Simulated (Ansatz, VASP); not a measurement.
**GePt in VASP and in Ansatz**

```
Ge Pt
1.0
     0.00000    2.60476    2.60476
     2.60476    0.00000    2.60476
     2.60476    2.60476    0.00000
Ge Pt
1 1
Direct
  0.50000 0.50000 0.50000
  0.00000 0.00000 0.00000
```

Change from the starting cell: species swapped into the PbSe type (Fm-3m, No. 225).

Alike in both runs: functional PBE; k mesh 6 × 6 × 6; occupations gaussian, width 0.1 eV; no spin polarisation.

Ansatz relaxed the structure, and its values are those at the end. VASP's run is a single point on that final structure, the one shown.

|  | VASP | Ansatz |
| --- | --- | --- |
| version | VASP 6.6.1 | Ansatz 0.2.0 |
| potentials or method | VASP PAW PBE potentials, release 64 (Ge_d, Pt), cutoff 520 eV | scalar-relativistic, plane waves, PAW |
| valence electrons in the cell | 24 | 32 |

|  | VASP | Ansatz | Ansatz less VASP |
| --- | --- | --- | --- |
| gap on the k mesh at the Fermi level (eV) | none | none | - |
| pressure (GPa) | -0.1 | -0.1 | -0.03 |

A gap of «none» marks a metal or a gap that the smearing closes. The functional is the same, so the differences come from potentials, cutoffs and numerics. VASP's potentials hold 24 valence electrons a cell and Ansatz's 32, so a difference there can come from the potentials and not from the codes.

Neither program's run includes spin-orbit coupling.
